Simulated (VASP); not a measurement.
# C in VASP: a series of runs, part 3 of 3

VASP 6.6.1. Earlier steps stand in the parts before.

## Step 5: Single point, PBE

This run uses another cell than the first one, of the same volume but with other edges.

File INCAR:

```
ALGO     = Normal         # electronic algorithm
EDIFF    = 1E-7           # SCF threshold, eV
ENCUT    = 520            # plane-wave cutoff, eV
GGA      = PE             # functional
ISIF     = 2              # what is computed and relaxed
ISMEAR   = 0              # smearing method
LASPH    = True           # aspherical terms in the spheres
LCHARG   = False          # write CHGCAR
LREAL    = False          # projectors in reciprocal space
LWAVE    = False          # write WAVECAR
NBANDS   = 11             # bands
NELM     = 60             # most SCF steps
PREC     = Accurate       # precision mode
SIGMA    = 0.05           # smearing width, eV
```

File KPOINTS:

```
k-points
0
Gamma
  12 12 12
```

File POSCAR:

```
C
1.0
    0.0000000000      1.7389646139      1.8795997496
    1.7389646139      0.0000000000      1.8795997496
    1.7389646139      1.7389646139      0.0000000000
C
2
Direct
    0.5000000000      0.5000000000      0.5000000000
    0.7500000000      0.7500000000      0.7500000000
```

Potentials or basis: VASP PAW PBE potentials, release 64 (C).

Launch:

```bash
> cat potpaw_PBE.64/C/POTCAR > POTCAR
> mpirun -np 1 vasp_std > vasp.out
```

OUTCAR:

```text
EDIFF = 1E-7
   ENCUT = 520
   GGA = PE
   ISIF = 2
   ISMEAR = 0
   LASPH = True
   LREAL = False
   NELM = 60
   PREC = Accurate

 ion  position               nearest neighbor table
   1  0.500  0.500  0.500-   2 1.55   2 1.55   2 1.55   2 1.55
   2  0.750  0.750  0.750-   1 1.55   1 1.55   1 1.55   1 1.55

  LATTYP: Found a body centered tetragonal cell.
 ALAT       =     2.4592673415
 C/A-ratio  =     1.5285851342

  Lattice vectors:

 A1 = (  -1.7389646139,   0.0000000000,   1.8795997496)
[... 514 lines left out ...]
      5      18.0970      0.00000
      6      20.0383      0.00000
      7      20.2231      0.00000
      8      25.2109      0.00000
      9      29.7031      0.00000
     10      33.9011      0.00000
     11      34.0597      0.00000

 [... further k-points ...]
[... 5 lines left out ...]
  --------------------------------------------------------------------------------------
  -------------------------------------------------------------------------------------
  Total        1.9594584      1.9594584     -3.5581777      0.0000000      0.0000000      0.0000000
  in kB      276.1657246    276.1657246   -501.4889301      0.0000000      0.0000000      0.0000000
  external PRESSURE =      16.9475064 kB  Pullay stress =       0.0000000 kB

 VOLUME and BASIS-vectors are now :
 -----------------------------------------------------------------------------
  energy-cutoff  :      520.00
  volume of cell :       11.37
      direct lattice vectors                 reciprocal lattice vectors
     0.000000000  1.738964614  1.879599750    -0.287527415  0.287527415  0.266014081
     1.738964614  0.000000000  1.879599750     0.287527415 -0.287527415  0.266014081
     1.738964614  1.738964614  0.000000000     0.287527415  0.287527415 -0.266014081

 POSITION                                       TOTAL-FORCE (eV/Angst)
 -----------------------------------------------------------------------------------
      1.73896      1.73896      1.87960         0.000000      0.000000      0.000000
      2.60845      2.60845      2.81940        -0.000000     -0.000000     -0.000000
 -----------------------------------------------------------------------------------
    total drift:                                0.000000     -0.000000      0.000000

  FREE ENERGIE OF THE ION-ELECTRON SYSTEM (eV)
  ---------------------------------------------------
  free  energy   TOTEN  =       -18.0459657423 eV

  energy  without entropy=      -18.0459657423  energy(sigma->0) =      -18.04596574
```

Run time: 8.3 s. Hardware: 1 thread of Intel Xeon Platinum 8559C (Emerald Rapids), shared host; peak memory 0.13 GiB.

Results:

```yaml
Free_energy: -18.0460 eV
Pressure: 1.7 GPa
Band_gap_on_the_k_mesh: 3.17 eV, indirect (least direct gap 4.90 eV)
```

Levels at points of the mesh, in eV from the valence-band top:
```tsv
k point	band 1	band 2	band 3	band 4	band 5	band 6	band 7	band 8	band 9
(0.00, 0.00, 0.00)	-21.87	-1.27	0.00	0.00	4.90	4.90	5.86	12.72	18.90
(0.50, 0.00, 0.00)	-16.09	-13.76	-3.94	-2.47	6.55	8.33	9.53	15.29	21.29
(0.50, 0.50, 0.00)	-13.95	-13.95	-5.91	-5.91	5.56	5.56	16.01	16.01	21.91
(0.50, 0.00, 0.50)	-12.75	-12.75	-7.04	-7.04	3.77	3.77	16.16	16.16	22.83
```

Caveat: the cell differs from its parent crystal (strain +e along x and -e along y +0.0000, strain +e along z and -e/2 along x and y +0.0525).

## Step 6: Single point, PBE

File INCAR:

```
SYSTEM = C
  ALGO = Normal
  EDIFF = 1E-6
  ENCUT = 520
  GGA = PE
  ISIF = 2
  ISMEAR = 0
  LASPH = .True.
  LCHARG = .False.
  LREAL = .False.
  LWAVE = .False.
  NBANDS = 11
  NELM = 100
  PREC = Accurate
  SIGMA = 0.05
```

File KPOINTS:

```
k-points
0
Gamma
  12 12 12
  0 0 0
```

File POSCAR:

```
C
1.0
    0.0000000000      1.8014691187      1.7545907401
    1.8014691187      0.0000000000      1.7545907401
    1.8014691187      1.8014691187      0.0000000000
C
2
Direct
    0.5000000000      0.5000000000      0.5000000000
    0.7500000000      0.7500000000      0.7500000000
```

Potentials or basis: VASP PAW PBE potentials, release 64 (C).

Launch:

```bash
> cat potpaw_PBE.64/C/POTCAR > POTCAR
> mpirun -np 1 vasp_std > vasp.out
```

Run time: 9.4 s. Hardware: 1 thread of Intel Xeon Platinum 8559C (Emerald Rapids), shared host; peak memory 0.12 GiB.

The run converged. Its results:

| Property | Result |
| --- | --- |
| Free energy | -18.1708 eV |
| Pressure | 0.7 GPa |
| Band gap on the k mesh | 3.48 eV, indirect (least direct gap 5.11 eV) |

Stress tensor (GPa, compression positive):
```
-7.18  0.00  0.00
 0.00 -7.18  0.00
 0.00  0.00 16.58
```

Levels at points of the mesh, in eV from the valence-band top:
```csv
k point,band 1,band 2,band 3,band 4,band 5,band 6,band 7,band 8
"(0.00, 0.00, 0.00)",-21.68,-0.38,-0.38,0.00,5.11,5.44,5.44,12.97
"(0.50, 0.00, 0.00)",-15.93,-13.58,-3.28,-2.82,7.92,8.07,8.91,15.41
"(0.50, 0.50, 0.00)",-12.72,-12.72,-6.78,-6.78,4.09,4.09,16.58,16.58
"(0.50, 0.00, 0.50)",-13.13,-13.13,-6.40,-6.40,4.70,4.70,16.41,16.41
```

Caveat: the cell differs from its parent crystal (strain +e along x and -e along y +0.0000, strain +e along z and -e/2 along x and y -0.0175). A k mesh can miss the band edges.

## Step 7: Single point, PBE

This run uses another cell than the first one, of the same volume but with other edges.

File INCAR:

```
PREC = Accurate ; ENCUT = 520
EDIFF = 1E-6 ; ISMEAR = 0
SIGMA = 0.05 ; LREAL = False
LASPH = True ; NELM = 80
ALGO = Normal ; ISIF = 2
LWAVE = False ; LCHARG = False
GGA = PE ; NBANDS = 11
```

File KPOINTS:

```
Automatic mesh
0
Gamma
  12 12 12
```

File POSCAR:

```
C
1.0
    0.0000000000      1.8684382309      1.7545907401
    1.7345000065      0.0000000000      1.7545907401
    1.7345000065      1.8684382309      0.0000000000
C
2
Direct
    0.5000000000      0.5000000000      0.5000000000
    0.7500000000      0.7500000000      0.7500000000
```

Launch:

```bash
> cat potpaw_PBE.64/C/POTCAR > POTCAR
> mpirun -np 1 vasp_std > vasp.out
```

Wall time 43 s (1 thread of Intel Xeon 8259CL, shared host); peak memory 0.14 GiB.

Results (log left out):

```
Free energy            : -18.0757 eV
Pressure               : 1.5 GPa
Band gap on the k mesh : 3.08 eV, indirect (least direct gap 4.83 eV)
```

Stress tensor (GPa, compression positive):
```
 28.69   0.00   0.00
  0.00 -43.82   0.00
  0.00   0.00  19.53
```

Levels at points of the mesh, in eV from the valence-band top:
```csv
k point,band 2,band 3,band 4,band 5,band 6,band 7
"(0.00, 0.00, 0.00)",-1.18,-0.15,0.00,4.83,4.97,5.75
"(0.50, 0.00, 0.00)",-13.78,-3.87,-2.58,6.72,8.26,9.38
"(0.50, 0.50, 0.00)",-12.91,-6.94,-6.94,3.95,3.95,16.13
"(0.50, 0.00, 0.50)",-13.88,-6.02,-6.02,5.40,5.40,16.02
"(0.00, 0.50, 0.50)",-12.73,-7.11,-7.11,3.67,3.67,16.25
```

Caveat: the cell differs from its parent crystal (strain +e along x and -e along y -0.0375, strain +e along z and -e/2 along x and y -0.0175). A k mesh can miss the band edges.

## Step 8: Summary

```csv
cell,gap on the mesh (eV),pressure (GPa)
"a = 2.526 Å, angles 60.0°, 2 atoms",4.14,0.6
"a = 2.549, b = 2.549, c = 2.481 Å, angles 60.9, 60.9, 58.3°, 2 atoms",3.49,1.1
"a = 2.537, b = 2.537, c = 2.503 Å, angles 60.4, 60.4, 59.1°, 2 atoms",3.81,0.7
"a = 2.561, b = 2.561, c = 2.459 Å, angles 61.3, 61.3, 57.4°, 2 atoms",3.17,1.7
"a = 2.515, b = 2.515, c = 2.548 Å, angles 59.6, 59.6, 60.9°, 2 atoms",3.48,0.7
"a = 2.563, b = 2.467, c = 2.549 Å, angles 61.4, 57.7, 60.9°, 2 atoms",3.08,1.5
```

Alike in all rows: task single point; level PBE; potentials or basis VASP PAW PBE potentials, release 64 (C); no spin polarisation; k mesh 12 × 12 × 12; cutoff (eV) 520; smearing gaussian 0.05 eV.

Total energies depend on the potentials used, so only differences within one code and one set of settings carry meaning.
